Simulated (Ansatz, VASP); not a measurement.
One calculation of Nb, two programs

```xyz
1
Lattice="-1.6889 1.6889 1.7139 1.6889 -1.6889 1.7139 1.6889 1.6889 -1.7139" Properties=species:S:1:pos:R:3 pbc="T T T"
Nb    0.0000    0.0000    0.0000
```

Change from the starting cell: strain +0.015 along x and y, +0.030 along z, atoms carried along.

Alike in both runs: task single point; functional PBEsol; k mesh 20 × 20 × 20; occupations gaussian, width 0.15 eV; no spin polarisation.

|  | VASP | Ansatz |
| --- | --- | --- |
| version | VASP 6.6.1 | Ansatz 0.2.0 |
| potentials or method | VASP PAW PBE potentials, release 64 (Nb_sv), cutoff 520 eV | scalar-relativistic, plane waves, PAW |
| valence electrons in the cell | 13 | 13 |

|  | VASP | Ansatz | Ansatz less VASP |
| --- | --- | --- | --- |
| gap on the k mesh at the Fermi level (eV) | none | none | - |
| pressure (GPa) | -16.5 | -16.3 | +0.22 |
| traceless stress, the component that is largest in VASP (GPa) | -0.88 | -0.89 | -0.005 |

VASP's potentials were made for PBE, not for PBEsol. A gap of «none» marks a metal or a gap that the smearing closes. With one functional, cell and mesh, what is left measures potentials, basis and numerics.
